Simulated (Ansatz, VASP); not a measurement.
## One calculation of Pd, two programs

The input INCAR:

```
SYSTEM = Pd
PREC = Accurate
ENCUT = 520
EDIFF = 1E-6
ISMEAR = -1
SIGMA = 0.08
LREAL = .FALSE.
LASPH = .TRUE.
NELM = 100
ALGO = Normal
ISIF = 2
LWAVE = .FALSE.
LCHARG = .FALSE.
LDIPOL = .TRUE.
IDIPOL = 3
DIPOL = 0.5 0.5 0.500
GGA = PS
NBANDS = 33
```

File KPOINTS:

```
regular mesh
0
G
  12 12 1
  0 0 0
```

The input POSCAR:

```
Pd
1.0
    2.7417966102      0.0000000000      0.0000000000
    0.0000000000      2.7417966102      0.0000000000
    0.0000000000      0.0000000000     23.7550000000
Pd
5
Direct
    0.0000000000      0.0000000000      0.3367717976
    0.5000000000      0.5000000000      0.4183858986
    0.0000000000      0.0000000000      0.5000000000
    0.5000000000      0.5000000000      0.5816141014
    0.0000000000      0.0000000000      0.6632282024
```

Input for Ansatz:

```yaml
crystal:
  lattice:
    - [2.7417966102, 0.0, 0.0]
    - [0.0, 2.7417966102, 0.0]
    - [0.0, 0.0, 23.755]
  atoms:
    - { symbol: Pd, position: [0.0, 0.0, 0.3367717976] }
    - { symbol: Pd, position: [0.5, 0.5, 0.4183858986] }
    - { symbol: Pd, position: [0.0, 0.0, 0.5] }
    - { symbol: Pd, position: [0.5, 0.5, 0.5816141014] }
    - { symbol: Pd, position: [0.0, 0.0, 0.6632282024] }
kpoints:
  mp_grid: { grid: [12, 12, 1] }
scf:
  occupations: { method: fermi_dirac, width: 0.08 }
hamiltonian:
  xc: pbesol
  pseudopotentials: { kind: all_electron, lapw: { basis_error: 0.001 } }
output:
  forces: true
  stress: true
  eigenvalues: true
  populations: true
  dos: { projected: true, de: 0.2, e_range: [-14, 8] }
efield:
  axis: 3
  amplitude: 0
  dipole_correction: true
```

Alike in both runs: task single point; functional PBEsol; k mesh 12 × 12 × 1; occupations fermi-dirac, width 0.08 eV; no spin polarisation.

|  | VASP | Ansatz |
| --- | --- | --- |
| version | VASP 6.6.1 | Ansatz 0.2.0 |
| potentials or method | VASP PAW PBE potentials, release 64 (Pd), cutoff 520 eV | all-electron LAPW, scalar-relativistic |

|  | VASP | Ansatz | Ansatz less VASP |
| --- | --- | --- | --- |
| rms of the force components (eV/Å) | 0.083 | 0.080 | -0.0034 |

VASP's potentials were made for PBE, not for PBEsol. Atom by atom the forces differ by 0.004 eV/Å (rms over components). Ansatz ran all-electron here, and VASP with PAW potentials.
